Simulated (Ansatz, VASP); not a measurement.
**One calculation of Ag, two programs**

```
Ag
1.0
     0.00000    2.07428    2.07428
     2.07428    0.00000    2.07428
     2.07428    2.07428    0.00000
Ag
1
Direct
  0.00000 0.00000 0.00000
```

Alike in both runs: task relaxation of cell and atoms; functional PBE; k mesh 17 × 17 × 17; occupations fermi-dirac, width 0.05 eV; no spin polarisation.

|  | VASP | Ansatz |
| --- | --- | --- |
| version | VASP 6.6.1 | Ansatz 0.2.0 |
| potentials or method | VASP PAW PBE potentials, release 64 (Ag), cutoff 500 eV | all-electron LAPW, scalar-relativistic |

```tsv
	VASP	Ansatz	Ansatz less VASP
relaxed volume (Å³/atom)	17.82	17.83	+0.012
relaxed cell length with the largest relative difference (Å)	2.932	2.932	+0.0007
```

Ansatz ran all-electron here, and VASP with PAW potentials.
